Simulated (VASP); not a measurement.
# TaH5 (P-62m) in VASP: notebook

TaH5 is run at these levels: PBE; tasks: single point, relaxation of cell and atoms.

Program: VASP 6.6.1. These are calculated values, not measurements. Logs are shortened: lines on timing, memory, paths and dates and some standing lists are left out, and cuts for length are marked.

## (1) The cell of the first run

It takes space group P-62m (No. 189, hexagonal). Conventional cell: a = 3.554 Å, b = 3.554 Å, c = 3.131 Å, α = 90.00°, β = 90.00°, γ = 120.00°. Within 2.5 Å of Ta (site symmetry -62m) lie 12 H at 1.90 to 2.05 Å. H (site symmetry m2m) has 10 H at 1.87 to 2.15 Å and 2 Ta at 1.90 Å within 2.5 Å. Within 2.5 Å of H (site symmetry m2m) lie 10 H at 1.87 to 2.15 Å and 2 Ta at 1.90 Å. H (site symmetry -6) has 9 H at 2.00 to 2.05 Å and 3 Ta at 2.05 Å within 2.6 Å.

## (2) Single point, PBE

INCAR

```
SYSTEM = TaH5
PREC = Accurate
ENCUT = 520
EDIFF = 1E-6
ISMEAR = 0
SIGMA = 0.2
LREAL = .False.
LASPH = .True.
NELM = 60
ALGO = Normal
ISIF = 2
LWAVE = .False.
LCHARG = .False.
GGA = PE
NBANDS = 28
```

KPOINTS

```
Automatic mesh
0
Gamma
  8 6 4
  0 0 0
```

POSCAR

```
TaH5
1.0
    0.0000000000      0.0000000000     -3.1311587708
    1.7770964243     -3.0780212969      0.0000000000
   -5.3312892730     -3.0780212969      0.0000000000
Ta H
2 10
Direct
    0.5000000000      0.5000000000      0.5000000000
    0.5000000000      1.0000000000      1.0000000000
    0.0000000000      0.3481358044      0.6518641956
    0.0000000000      0.8481358044      0.1518641956
    0.0000000000      0.8481358044      0.8481358044
    0.0000000000      0.3481358044      0.3481358044
    0.0000000000      0.8037283912      0.5000000000
    0.0000000000      0.3037283912      1.0000000000
    0.5000000000      0.0000000000      0.6666666667
    0.5000000000      0.5000000000      0.1666666667
    0.5000000000      0.5000000000      0.8333333333
    0.5000000000      1.0000000000      0.3333333333
```

Potentials or basis: VASP PAW PBE potentials, release 64 (Ta_pv, H).

The run is started by

```sh
> cat potpaw_PBE.64/Ta_pv/POTCAR potpaw_PBE.64/H/POTCAR > POTCAR
> mpirun -np 1 vasp_std > vasp.out
```

OUTCAR:

```text
SYSTEM = TaH5
   PREC = Accurate
   ENCUT = 520
   EDIFF = 1E-6
   ISMEAR = 0
   LREAL = .False.
   LASPH = .True.
   NELM = 60
   ISIF = 2
   GGA = PE

 ion  position               nearest neighbor table
   1  0.500  0.500  0.500-   3 1.90   3 1.90   7 1.90   7 1.90   6 1.90   6 1.90  11 2.05  10 2.05
                             9 2.05  12 2.05  12 2.05   9 2.05   2 3.55   2 3.55   2 3.55   2 3.55
   2  0.500  0.000  0.000-   4 1.90   4 1.90   8 1.90   8 1.90   5 1.90   5 1.90  12 2.05   9 2.05
                            10 2.05  11 2.05  11 2.05  10 2.05   1 3.55   1 3.55   1 3.55   1 3.55
   3  0.000  0.348  0.652-   1 1.90   1 1.90
   4  0.000  0.848  0.152-   2 1.90   2 1.90
   5  0.000  0.848  0.848-   2 1.90   2 1.90
   6  0.000  0.348  0.348-   1 1.90   1 1.90
   7  0.000  0.804  0.500-   1 1.90   1 1.90
   8  0.000  0.304  0.000-   2 1.90   2 1.90
   9  0.500  0.000  0.667-   2 2.05   1 2.05   1 2.05
  10  0.500  0.500  0.167-   1 2.05   2 2.05   2 2.05
  11  0.500  0.500  0.833-   1 2.05   2 2.05   2 2.05
  12  0.500  0.000  0.333-   2 2.05   1 2.05   1 2.05

  LATTYP: Found a simple orthorhombic cell.
 ALAT       =     3.1311587708
 B/A-ratio  =     1.1351046398
 C/A-ratio  =     1.9660589080

  Lattice vectors:

 A1 = (   0.0000000000,   0.0000000000,  -3.1311587708)
 A2 = (   1.7770964243,  -3.0780212969,   0.0000000000)
 A3 = (  -5.3312892730,  -3.0780212969,   0.0000000000)

Analysis of symmetry for initial positions (statically):
=====================================================================
 Subroutine PRICEL returns following result:

  LATTYP: Found a hexagonal cell.
 ALAT       =     3.5541928487
 C/A-ratio  =     0.8809760483

  Lattice vectors:

 A1 = (  -1.7770964243,   3.0780212969,   0.0000000000)
 A2 = (   3.5541928487,   0.0000000000,   0.0000000000)
 A3 = (   0.0000000000,   0.0000000000,  -3.1311587708)

   2 primitive cells build up your supercell.

 Routine SETGRP: Setting up the symmetry group for a
 simple orthorhombic supercell.

 Subroutine GETGRP returns: Found  4 space group operations
 (whereof  4 operations were pure point group operations)
 out of a pool of  8 trial point group operations.

The static configuration has the point symmetry C_2v.

Analysis of symmetry for dynamics (positions and initial velocities):
=====================================================================
 Subroutine PRICEL returns following result:

  LATTYP: Found a hexagonal cell.
 ALAT       =     3.5541928487
 C/A-ratio  =     0.8809760483

  Lattice vectors:

 A1 = (  -1.7770964243,   3.0780212969,   0.0000000000)
 A2 = (   3.5541928487,   0.0000000000,   0.0000000000)
 A3 = (   0.0000000000,   0.0000000000,  -3.1311587708)

   2 primitive cells build up your supercell.

 Routine SETGRP: Setting up the symmetry group for a
 simple orthorhombic supercell.

 Subroutine GETGRP returns: Found  4 space group operations
 (whereof  4 operations were pure point group operations)
 out of a pool of  8 trial point group operations.

The dynamic configuration has the point symmetry C_2v.

 Subroutine INISYM returns: Found  4 space group operations
 (whereof  4 operations are pure point group operations),
 and found     2 'primitive' translations

----------------------------------------------------------------------------------------

                                     Primitive cell

  volume of cell :      34.2545

  direct lattice vectors                    reciprocal lattice vectors
    -1.777096424  3.078021297  0.000000000     0.000000000  0.324884042  0.000000000
     3.554192849  0.000000000  0.000000000     0.281357834  0.162442021  0.000000000
     0.000000000  0.000000000 -3.131158771     0.000000000  0.000000000 -0.319370582

  length of vectors
     3.554192849  3.554192849  3.131158771     0.324884042  0.324884042  0.319370582

  position of ions in fractional coordinates (direct lattice)
     0.000000000  0.000000000  0.500000000
     0.000000000  0.696271609  0.000000000
     0.303728391  0.303728391  0.000000000
     0.696271609  0.000000000  0.000000000
     0.333333333  0.666666667  0.500000000
     0.666666667  0.333333333  0.500000000

  ion indices of the primitive-cell ions
   primitive index   ion index
                 1           1
                 2           3
                 3           6
                 4           7
                 5          10
                 6          11

----------------------------------------------------------------------------------------

 KPOINTS: Automatic mesh

Automatic generation of k-mesh.
 Grid dimensions read from file:
 generate k-points for:    8    6    4

 Generating k-lattice:

  Cartesian coordinates                     Fractional coordinates (reciprocal lattice)
     0.000000000  0.000000000 -0.039921323     0.125000000  0.000000000  0.000000000
     0.023446486 -0.040610505  0.000000000     0.000000000  0.166666667 -0.000000000
    -0.035169729 -0.020305253  0.000000000     0.000000000  0.000000000  0.250000000

  Length of vectors
     0.039921323  0.046892972  0.040610505

  Shift w.r.t. Gamma in fractional coordinates (k-lattice)
     0.000000000  0.000000000  0.000000000

 Subroutine IBZKPT returns following result:
 ===========================================

 Found     60 irreducible k-points:

 Following reciprocal coordinates:
            Coordinates               Weight
  0.000000  0.000000  0.000000      1.000000
  0.125000  0.000000  0.000000      2.000000
  0.250000  0.000000  0.000000      2.000000
  0.375000  0.000000  0.000000      2.000000
  0.500000  0.000000  0.000000      1.000000
  0.000000  0.166667  0.000000      2.000000
[... 16 lines left out ...]
  0.250000  0.000000  0.250000      4.000000
  0.375000  0.000000  0.250000      4.000000
 [... further k-points ...]
   k-points           NKPTS =     60   k-points in BZ     NKDIM =     60   number of bands    NBANDS=     28
   number of dos      NEDOS =    301   number of ions     NIONS =     12
   total plane-waves  NPLWV =  32256
   dimension x,y,z NGX =    24 NGY =   28 NGZ =   48
   dimension x,y,z NGXF=    48 NGYF=   56 NGZF=   96
   ions per type =               2  10
   NGX,Y,Z   is equivalent  to a cutoff of  12.74, 13.10, 12.96 a.u.
   NGXF,Y,Z  is equivalent  to a cutoff of  25.49, 26.19, 25.93 a.u.
 SYSTEM =  TaH5
   PREC   = accura    normal or accurate (medium, high low for compatibility)
   ISTART =      0    job   : 0-new  1-cont  2-samecut
   ICHARG =      2    charge: 1-file 2-atom 10-const
   ISPIN  =      1    spin polarized calculation?
   LNONCOLLINEAR =      F non collinear calculations
   LSORBIT =      F    spin-orbit coupling
   LASPH  =      T    aspherical Exc in radial PAW
   ENCUT  =  520.0 eV  38.22 Ry    6.18 a.u.   5.82  6.61 11.45*2*pi/ulx,y,z
   NELM   =     60;   NELMIN=  2; NELMDL= -5     # of ELM steps
   EDIFF  = 0.1E-05   stopping-criterion for ELM
   LREAL  =      F    real-space projection
   EDIFFG = 0.1E-04   stopping-criterion for IOM
   NSW    =      0    number of steps for IOM
   IBRION =     -1    ionic relax: 0-MD 1-quasi-New 2-CG
   NFREE  =      0    steps in history (QN), initial steepest desc. (CG)
   ISIF   =      2    stress and relaxation
   ISYM   =      2    0-nonsym 1-usesym 2-fastsym
   POTIM  = 0.5000    time-step for ionic-motion
   TEBEG  =    0.0;   TEEND  =   0.0 temperature during run
   PSTRESS=    0.0 pullay stress
   NELECT =      32.0000    total number of electrons
   NUPDOWN=      -1.0000    fix difference up-down
   EMIN   =  10.00;   EMAX   =-10.00  energy-range for DOS
   EFERMI =   0.00;   METHOD = LEGACY
   ISMEAR =     0;   SIGMA  =   0.20  broadening in eV -4-tet -1-fermi 0-gaus
   EFERMI_NEDOS =   21; number of points for ismear=-14 and -15
   IALGO  =     38    algorithm
   IMIX   =      4    mixing-type and parameters
     AMIX     =   0.40;   BMIX     =  1.00
     AMIX_MAG =   1.60;   BMIX_MAG =  1.00
  volume/ion in A,a.u.               =       5.71        38.53
  Fermi-wavevector in a.u.,A,eV,Ry     =   1.270210  2.400349 21.952101  1.613434
  Thomas-Fermi vector in A             =   2.403210
   LORBIT       =      0    0 simple, 1 ext, 2 COOP (PROOUT), +10 PAW based schemes
   GGA     = PE    functional components
   LHFCALC =     F    Hartree Fock is set to
   AEXX    =    0.0000 exact exchange contribution
   IVDW    =     0    specifies the selected vdW correction
   LEPSILON=     F    determine dielectric tensor
   LRPA    =     F    only Hartree local field effects (RPA)
 non-spin polarized calculation
 Gauss-broadening in eV      SIGMA  =   0.20
  energy-cutoff  :      520.00
  volume of cell :       68.51
 maximum number of plane-waves:      1864
 NGX is ok and might be reduce to    24
   NGX = 11   NGY = 13   NGZ = 23

 number of electron      32.0000002 magnetization

 Free energy of the ion-electron system (eV)
  ---------------------------------------------------
  ext. energy  EPLUGINS =         0.00000000
  ---------------------------------------------------
  free energy    TOTEN  =       -55.79575420 eV

  energy without entropy =      -55.77731276  energy(sigma->0) =      -55.78653348

 E-fermi :   4.1580     XC(G=0): -11.4586

 val. band max:        4.1394692001   @ k =   0.5000   0.1667   0.2500
 cond. band min:       4.1626931302   @ k =   0.0000   0.3333   0.0000
 fundamental gap:      0.0232239300
 Fermi energy:         4.1579584749

 k-point     1 :       0.0000    0.0000    0.0000
  band No.  band energies     occupation
      1     -31.1887      2.00000
      2     -31.0547      2.00000
      3     -31.0183      2.00000
      4     -31.0176      2.00000
      5     -30.7460      2.00000
      6     -30.7321      2.00000
[... 20 lines left out ...]
     27      12.3655      0.00000
     28      13.2156      0.00000

 k-point     2 :       0.1250    0.0000    0.0000
  band No.  band energies     occupation
      1     -31.1806      2.00000
      2     -31.0479      2.00000
      3     -31.0118      2.00000
      4     -31.0111      2.00000
      5     -30.8113      2.00000
      6     -30.7953      2.00000
[... 20 lines left out ...]
     27      12.8911      0.00000
     28      15.0010      0.00000

 k-point     3 :       0.2500    0.0000    0.0000
  band No.  band energies     occupation
      1     -31.1610      2.00000
      2     -31.0314      2.00000
      3     -30.9961      2.00000
      4     -30.9954      2.00000
      5     -30.9657      2.00000
      6     -30.9452      2.00000
[... 20 lines left out ...]
     27      12.8064      0.00000
     28      14.9112      0.00000

 k-point     4 :       0.3750    0.0000    0.0000
  band No.  band energies     occupation
      1     -31.1412      2.00000
      2     -31.1159      2.00000
      3     -31.0911      2.00000
      4     -31.0147      2.00000
      5     -30.9803      2.00000
      6     -30.9796      2.00000
[... 578 lines left out ...]
     27      12.3851      0.00000
     28      14.7060      0.00000

 k-point    23 :       0.2500    0.0000    0.2500
  band No.  band energies     occupation
      1     -31.1373      2.00000
      2     -31.0261      2.00000
      3     -31.0208      2.00000
      4     -31.0007      2.00000
      5     -30.9626      2.00000
      6     -30.9481      2.00000
[... 20 lines left out ...]
     27      11.9434      0.00000
     28      14.6873      0.00000

 k-point    24 :       0.3750    0.0000    0.2500
  band No.  band energies     occupation
      1     -31.1182      2.00000
      2     -31.1123      2.00000
      3     -31.0946      2.00000
      4     -31.0096      2.00000
      5     -31.0043      2.00000
      6     -30.9848      2.00000
[... 20 lines left out ...]
     27      12.2894      0.00000
     28      13.3679      0.00000

 [... further k-points ...]
[... 5 lines left out ...]
  --------------------------------------------------------------------------------------
  -------------------------------------------------------------------------------------
  Total        0.2594316      0.2206171     -0.5152207      0.0336143     -0.0000000     -0.0000000
  in kB        6.0671633      5.1594334    -12.0491432      0.7861171     -0.0000000     -0.0000000
  external PRESSURE =      -0.2741822 kB  Pullay stress =       0.0000000 kB

 VOLUME and BASIS-vectors are now :
 -----------------------------------------------------------------------------
  energy-cutoff  :      520.00
  volume of cell :       68.51
      direct lattice vectors                 reciprocal lattice vectors
     0.000000000  0.000000000 -3.131158771     0.000000000  0.000000000 -0.319370582
     1.777096424 -3.078021297  0.000000000     0.140678917 -0.243663031  0.000000000
    -5.331289273 -3.078021297  0.000000000    -0.140678917 -0.081221010  0.000000000

 POSITION                                       TOTAL-FORCE (eV/Angst)
 -----------------------------------------------------------------------------------
     -1.77710     -3.07802     -1.56558        -0.002362      0.004091     -0.000000
      0.00000      0.00000     -1.56558        -0.002362      0.004091     -0.000000
     -2.85661     -3.07802      0.00000        -0.019469     -0.000036      0.000000
      0.69759     -3.07802      0.00000        -0.019469     -0.000036      0.000000
     -3.01444     -5.22116      0.00000         0.009766      0.016842      0.000000
     -1.23734     -2.14314      0.00000         0.009766      0.016842      0.000000
     -1.23734     -4.01290      0.00000         0.008441     -0.014620      0.000000
      0.53975     -0.93488      0.00000         0.008441     -0.014620      0.000000
     -3.55419     -2.05201     -1.56558         0.002524     -0.002728      0.000000
     -0.00000     -2.05201     -1.56558         0.002524     -0.002728      0.000000
     -3.55419     -4.10403     -1.56558         0.001100     -0.003549      0.000000
     -1.77710     -1.02601     -1.56558         0.001100     -0.003549      0.000000
 -----------------------------------------------------------------------------------
    total drift:                                0.000007     -0.000012     -0.000000

  FREE ENERGIE OF THE ION-ELECTRON SYSTEM (eV)
  ---------------------------------------------------
  free  energy   TOTEN  =       -55.7957542026 eV

  energy  without entropy=      -55.7773127612  energy(sigma->0) =      -55.78653348
```

It took 68 s on 1 thread of AMD EPYC 7R13 (Zen 3), shared host; peak memory 0.2 GiB.

Results:

```yaml
Free_energy: -55.7958 eV
Pressure: 0.0 GPa
Largest_force: 0.019 eV/Å
Band_gap_on_the_k_mesh: zero (bands 16 and 17 overlap by 1.72 eV)
```

Forces on the atoms (eV/Å):
```
Ta  -0.002  0.004  0.000
Ta  -0.002  0.004  0.000
H   -0.019  0.000  0.000
H   -0.019  0.000  0.000
H    0.010  0.017  0.000
H    0.010  0.017  0.000
H    0.008 -0.015  0.000
H    0.008 -0.015  0.000
H    0.003 -0.003  0.000
H    0.003 -0.003  0.000
H    0.001 -0.004  0.000
H    0.001 -0.004  0.000
```

Levels at points of the mesh, in eV from the Fermi level:
```tsv
k point	band 13	band 14	band 15	band 16	band 17	band 18	band 19	band 20
(0.00, 0.00, 0.00)	-2.49	-0.65	-0.42	0.44	0.56	1.80	2.14	2.14
(0.50, 0.00, 0.00)	-4.03	-3.25	-3.25	-0.68	-0.68	0.06	2.13	2.80
(0.00, 0.50, 0.00)	-1.06	-1.06	0.36	0.36	0.72	0.72	1.41	1.41
(0.50, 0.50, 0.00)	-5.18	-5.18	-3.74	-3.74	2.45	2.45	2.75	2.75
(0.00, 0.00, 0.50)	-1.83	-1.83	0.91	0.91	1.12	1.12	1.82	1.82
(0.50, 0.00, 0.50)	-3.90	-3.90	-3.67	-3.67	0.41	0.41	4.38	4.38
(0.00, 0.50, 0.50)	-0.42	-0.42	0.44	0.44	0.56	0.56	1.80	1.80
(0.50, 0.50, 0.50)	-4.72	-4.72	-4.03	-4.03	2.13	2.13	2.80	2.80
```

Caveat: spin-orbit coupling is left out, which moves the levels of the heavy elements.

[end of part 1 of 2]
